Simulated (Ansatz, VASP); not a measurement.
Ca3Lu: VASP beside Ansatz

INCAR

```
SYSTEM = Ca3Lu
PREC = Accurate
ENCUT = 600
EDIFF = 1E-6
ISMEAR = -1
SIGMA = 0.1
LREAL = .False.
LASPH = .True.
NELM = 80
ALGO = Normal
ISIF = 3
LWAVE = .False.
LCHARG = .False.
GGA = CA
IBRION = 2
NSW = 80
EDIFFG = -0.05
```

File KPOINTS:

```
Automatic mesh
0
Gamma
  5 5 5
  0 0 0
```

Contents of POSCAR:

```
Ca3Lu
1.0
    5.3617750000      0.0000000000      0.0000000000
    0.0000000000      5.3617750000      0.0000000000
    0.0000000000      0.0000000000      5.3617750000
Ca Lu
3 1
Direct
    0.5000000000      0.0000000000      0.0000000000
    0.0000000000      0.5000000000      0.0000000000
    0.0000000000      0.0000000000      0.5000000000
    0.5000000000      0.5000000000      0.5000000000
```

Input for Ansatz:

```yaml
crystal:
  lattice:
    - [5.361775, 0.0, 0.0]
    - [0.0, 5.361775, 0.0]
    - [0.0, 0.0, 5.361775]
  atoms:
    - { symbol: Ca, position: [0.5, 0.0, 0.0] }
    - { symbol: Ca, position: [0.0, 0.5, 0.0] }
    - { symbol: Ca, position: [0.0, 0.0, 0.5] }
    - { symbol: Lu, position: [0.5, 0.5, 0.5] }
basis:
  ecutwfc: 517.016338673772
kpoints:
  mp_grid:
    grid: [5, 5, 5]
hamiltonian:
  xc: lda
  pseudopotentials:
    kind: paw
scf:
  occupations:
    method: fermi_dirac
    width: 0.1
relax:
  f_tol: 0.05
  cell: {}
output:
  write_density: true
  volumetric_format: cube
```

Alike in both runs: task relaxation of cell and atoms; functional LDA; k mesh 5 × 5 × 5; occupations fermi-dirac, width 0.1 eV; no spin polarisation.

```csv
,VASP,Ansatz
version,VASP 6.6.1,Ansatz 0.2.0
potentials or method,"VASP PAW PBE potentials, release 64 (Ca_sv, Lu), cutoff 600 eV","plane waves, PAW"
valence electrons in the cell,55,55
```

VASP gave:

- relaxed volume (Å³/atom): 34.36
- relaxed cell length with the largest relative difference (Å): 5.161

Q: What did Ansatz give for the same quantities?

A: Relaxed volume (Å³/atom): 34.39; relaxed cell length with the largest relative difference (Å): 5.162.

VASP's potentials were made for PBE, not for LDA. LDA's correlation is that of Perdew and Zunger in VASP and of Perdew and Wang (1992) in Ansatz.

Spin-orbit coupling is off throughout.
